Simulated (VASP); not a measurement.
Input of a VASP 6.6.1 run:

INCAR

```
PREC = Accurate
ENCUT = 520
EDIFF = 1E-6
ISMEAR = -1
SIGMA = 0.05
LREAL = False
LASPH = True
NELM = 150
ALGO = Normal
ISIF = 2
LWAVE = False
LCHARG = False
LMAXMIX = 4
LDAU = True
LDAUTYPE = 2
LDAUL = 2
LDAUU = 4
LDAUJ = 0
LDAUPRINT = 1
GGA = CA
NBANDS = 12
```

Contents of KPOINTS:

```
regular mesh
0
Gamma
  9 9 9
```

POSCAR

```
Y
1.0
    0.0000000000      2.5519910612      2.5519910612
    2.5519910612      0.0000000000      2.5519910612
    2.5519910612      2.5519910612      0.0000000000
Y
1
Direct
    0.0000000000      0.0000000000      0.0000000000
```

Potentials or basis: VASP PAW LDA potentials, release 64 (Y_sv).

Command:

```console
$ cat potpaw_LDA.64/Y_sv/POTCAR > POTCAR
$ mpirun -np 1 vasp_std > vasp.out
```

What does it give for the pressure?

3.3 GPa.

Eigenvalues of the final occupation matrices:
```csv
site,spin,trace,eigenvalues
site 1 d,1,0.37,0.07 0.07 0.08 0.08 0.08
site 1 d,2,0.37,0.07 0.07 0.08 0.08 0.08
```

Caveat: U without spin polarisation on a metal has little footing; the U is typed as a test and isn't derived for this compound.
